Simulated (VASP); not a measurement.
Input of a VASP 6.6.1 run:

INCAR

```
PREC     = Accurate       # precision mode
ENCUT    = 520            # plane-wave cutoff, eV
EDIFF    = 1E-6           # SCF threshold, eV
ISMEAR   = -1             # smearing method
SIGMA    = 0.1            # smearing width, eV
LREAL    = F              # projectors in reciprocal space
LASPH    = T              # aspherical terms in the spheres
NELM     = 80             # most SCF steps
ALGO     = Normal         # electronic algorithm
ISIF     = 2              # what is computed and relaxed
LWAVE    = F              # write WAVECAR
LCHARG   = T              # write CHGCAR
GGA      = PE             # functional
LELF     = T              # ELF
LVHAR    = T            
NBANDS   = 19             # bands
```

Contents of KPOINTS:

```
Automatic mesh
0
Gamma
  9 9 4
```

File POSCAR:

```
Cd
1.0
    3.0562776290      0.0000000000      0.0000000000
   -1.5281388145      2.6468139707      0.0000000000
    0.0000000000      0.0000000000      5.7636278261
Cd
2
Direct
    0.3333333333      0.6666666667      0.2500000000
    0.6666666667      0.3333333333      0.7500000000
```

Potentials or basis: VASP PAW PBE potentials, release 64 (Cd).

Run with:

```bash
$ cat potpaw_PBE.64/Cd/POTCAR > POTCAR
$ mpirun -np 1 vasp_std > vasp.out
```

Question: Predict the pressure.

Answer: -0.1 GPa.

Question: What does it give for the band gap on the k mesh?

Answer: Zero (band 12 reaches 3.49 eV, above the bottom of band 13 at -0.25 eV).

Stress tensor (GPa, compression positive):
```
-0.23  0.00  0.00
 0.00 -0.23  0.00
 0.00  0.00  0.14
```
